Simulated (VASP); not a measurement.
A run of VASP 6.6.1 is set up as follows.

INCAR

```
SYSTEM = Be2WN3
PREC = Accurate
ENCUT = 1330
EDIFF = 1E-6
ISMEAR = 0
SIGMA = 0.15
LREAL = .False.
LASPH = .True.
NELM = 120
ALGO = Normal
ISIF = 2
LWAVE = .False.
LCHARG = .False.
GGA = PE
NBANDS = 26
GGA_COMPAT = .False.
```

The input KPOINTS:

```
regular mesh
0
Gamma
  3 3 3
  0 0 0
```

Contents of POSCAR:

```
Be2WN3
1.0
    3.3661025652      0.0000000000      0.0000000000
    0.0000000000      3.3661025652      0.0000000000
    0.0000000000      0.0000000000      4.8879496634
Be W N
2 1 3
Direct
    0.5000000000      0.0000000000      0.1327933143
    0.0000000000      0.5000000000      0.1327933143
    0.0000000000      0.0000000000      0.5882915430
    0.5000000000      0.5000000000      0.2626865229
    0.5000000000      0.0000000000      0.7906675878
    0.0000000000      0.5000000000      0.7906675878
```

Potentials or basis: VASP PAW PBE potentials, release 64 (Be, W_sv, N_h).

Command:

```bash
$ cat potpaw_PBE.64/Be/POTCAR potpaw_PBE.64/W_sv/POTCAR potpaw_PBE.64/N_h/POTCAR > POTCAR
$ mpirun -np 1 vasp_std > vasp.out
```

What does it give for the band gap on the k mesh?

Zero (an odd number of electrons rules out a gap without spin polarisation).

Estimate the largest force.

0.126 eV/Å.

What does it give for the pressure?

0.1 GPa.

Forces on the atoms (eV/Å):
```
Be   0.000  0.000 -0.007
Be   0.000  0.000 -0.007
W    0.000  0.000 -0.126
N    0.000  0.000  0.024
N    0.000  0.000  0.058
N    0.000  0.000  0.058
```

Caveat: the k points lie up to 0.62 Å⁻¹ apart, too coarse for converged energies and pressures of a metal; spin-orbit coupling is left out, which moves the levels of the heavy elements; an odd number of electrons without spin polarisation forces a metal; a magnetic or distorted state may lie lower.
